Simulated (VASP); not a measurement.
Crystal: BeSe.

```
CELL_PARAMETERS angstrom
0.00000 2.58891 2.58891
2.58891 0.00000 2.58891
2.58891 2.58891 0.00000
ATOMIC_POSITIONS crystal
Be 0.00000 0.00000 0.00000
Se 0.25000 0.25000 0.25000
```

```yaml
Program: VASP 6.6.1
Task: relaxation of cell and atoms
Functional: PBEsol
Potentials_or_basis: VASP PAW PBE potentials, release 64 (Be, Se)
Cutoff: 600 eV
k_mesh: 8 × 8 × 8
Occupations: fermi-dirac, width 0.02 eV
Spin: no spin polarisation
```

At the start: pressure -1.9 GPa; volume 17.35 Å³/atom.

Problem. Where does the relaxation end?

Solution. Over 3 steps the energy falls by 2.5 meV/atom and the volume is 16.93 Å³/atom (-2.4 %); space group F-43m (No. 216, to 0.05 Å).

Step by step:
| step | energy change (eV) | largest force (eV/Å) | pressure (GPa) | volume (Å³) |
| --- | --- | --- | --- | --- |
| 1 | 0.0000 | 0.0000 | -1.87 | 34.70 |
| 2 | -0.0049 | 0.0000 | 0.38 | 33.70 |
| 3 | -0.0051 | 0.0000 | 0.00 | 33.85 |

Final structure:
```xyz
2
Lattice="0.0000 2.5676 2.5676 2.5676 0.0000 2.5676 2.5676 2.5676 0.0000" Properties=species:S:1:pos:R:3 pbc="T T T"
Be    0.0000    0.0000    0.0000
Se    1.2838    1.2838    1.2838
```

Caveat: the PAW data sets were made with another functional, which shifts forces and pressure a little.
